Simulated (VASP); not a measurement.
Here is a VASP 6.6.1 calculation.

INCAR

```
SYSTEM = BaTiO3
  PREC = Accurate
  ENCUT = 520
  EDIFF = 1E-7
  ISMEAR = -1
  SIGMA = 0.05
  LREAL = .FALSE.
  LASPH = .TRUE.
  NELM = 60
  ALGO = Normal
  ISIF = 2
  LWAVE = .FALSE.
  LCHARG = .FALSE.
  GGA = PS
  NBANDS = 28
```

The input KPOINTS:

```
regular mesh
0
G
  7 7 7
  0 0 0
```

Contents of POSCAR:

```
BaTiO3
1.0
    3.8517805197     -0.0000055388     -0.0004104546
   -0.0000060756      3.8517868005     -0.0000591425
    0.0004447108      0.0000524250      3.8517779170
Ba Ti O
1 1 3
Direct
    0.0000010642      0.9999990552      1.0000008197
    0.5000046998      0.5000015304      0.5000011850
    0.4999976925      0.4999996884      0.9999987826
    0.4999980862      1.0000005559      0.4999996403
    0.9999984673      0.4999991701      0.4999995624
```

Potentials or basis: VASP PAW PBE potentials, release 64 (Ba_sv, Ti_sv, O).

Run with:

```console
$ cat potpaw_PBE.64/Ba_sv/POTCAR potpaw_PBE.64/Ti_sv/POTCAR potpaw_PBE.64/O/POTCAR > POTCAR
$ mpirun -np 1 vasp_std > vasp.out
```

(1) Estimate the pressure.

(2) Estimate the band gap on the k mesh.

Answers

(1) 22.8 GPa.

(2) 1.91 eV.

Caveat: the cell stands under pressure; the PAW data sets were made with another functional, which shifts forces and pressure a little; spin-orbit coupling is left out, which moves the levels of the heavy elements; an odd mesh through Γ misses points on the zone boundary, where band edges can lie.
